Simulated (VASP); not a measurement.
Write the native input for VASP 6.6.1 that does the following.

| Property | Result |
| --- | --- |
| Task | single point |
| Functional | PBEsol |
| Potentials or basis | VASP PAW PBE potentials, release 64 (Al) |
| Cutoff | 520 eV |
| k mesh | 14 × 14 × 14 |
| Occupations | fermi-dirac, width 0.05 eV |
| Spin | no spin polarisation |
| Dipole correction | no |
| Further INCAR settings | ALGO = Normal; EDIFF = 1e-06; NBANDS = 8 |

The structure of Al lies in POSCAR:

```
Al
1.0
    0.0000000000      2.0172107856      2.0172107856
    2.0172107856      0.0000000000      2.0172107856
    2.0172107856      2.0172107856      0.0000000000
Al
1
Direct
    0.0000000000      0.0000000000      0.0000000000
```

This cell differs from its parent crystal: volume scaled by 0.99.

One way to write it, as run:

INCAR

```
SYSTEM = Al
  PREC = Accurate
  ENCUT = 520
  EDIFF = 1E-6
  ISMEAR = -1
  SIGMA = 0.05
  LREAL = .FALSE.
  LASPH = .TRUE.
  NELM = 100
  ALGO = Normal
  ISIF = 2
  LWAVE = .FALSE.
  LCHARG = .FALSE.
  GGA = PS
  NBANDS = 8
```

KPOINTS

```
Automatic mesh
0
G
  14 14 14
  0 0 0
```

Potentials or basis: VASP PAW PBE potentials, release 64 (Al).

Launch:

```console
$ cat potpaw_PBE.64/Al/POTCAR > POTCAR
$ mpirun -np 1 vasp_std > vasp.out
```

Results of the run:

| Quantity | Value |
| --- | --- |
| Pressure | -1.3 GPa |

Caveat: the PAW data sets were made with another functional, which shifts forces and pressure a little.

Run time: 25 s on 1 thread of Intel Xeon 8259CL, with other jobs on the host, peak memory 0.11 GiB.
